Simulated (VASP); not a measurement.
Pb:

```
CELL_PARAMETERS angstrom
0.00000 2.47502 2.47502
2.47502 0.00000 2.47502
2.47502 2.47502 0.00000
ATOMIC_POSITIONS crystal
Pb 0.00000 0.00000 0.00000
```

| Quantity | Value |
| --- | --- |
| Program | VASP 6.6.1 |
| Task | relaxation of cell and atoms |
| Functional | RPBE |
| Dispersion | D3(BJ) |
| Potentials or basis | VASP PAW PBE potentials, release 64 (Pb_d) |
| Cutoff | 500 eV |
| k mesh | 9 × 9 × 9 |
| Occupations | fermi-dirac, width 0.05 eV |
| Spin | no spin polarisation |

At the start: pressure -16.8 GPa; volume 30.32 Å³/atom.

Where does the relaxation end?

Over 7 steps the energy falls by 520.3 meV/atom and the volume is 22.90 Å³/atom (-24.5 %); space group Fm-3m (No. 225, to 0.05 Å).

Step by step:
```csv
step,energy change (eV),largest force (eV/Å),pressure (GPa),volume (Å³)
1,0.0000,0.0000,-16.83,30.32
2,0.0004,0.0000,45.42,18.38
3,-0.5191,0.0000,-1.44,23.18
4,-0.5202,0.0000,-0.42,22.98
5,-0.5203,0.0000,0.30,22.85
6,-0.5202,0.0000,-0.40,22.97
7,-0.5203,0.0000,0.00,22.90
```

Final structure:
```yaml
crystal:
  lattice:
    - [0.00000, 2.25383, 2.25383]
    - [2.25383, 0.00000, 2.25383]
    - [2.25383, 2.25383, 0.00000]
  atoms:
    - { symbol: Pb, position: [0.00000, 0.00000, 0.00000] }
```

The cell as given is a measured one (30.32 Å³/atom); RPBE+D3(BJ) puts the equilibrium volume -24.5 % from it, thermal expansion not counted.

Caveat: the volume moved by over 15 % at a fixed basis, so the end points are rough; the PAW data sets were made with another functional, which shifts forces and pressure a little; the volume moved by -24 % from the deposited cell, more than functionals usually miss; pairwise dispersion overbinds metals, which lowers pressure and volume.
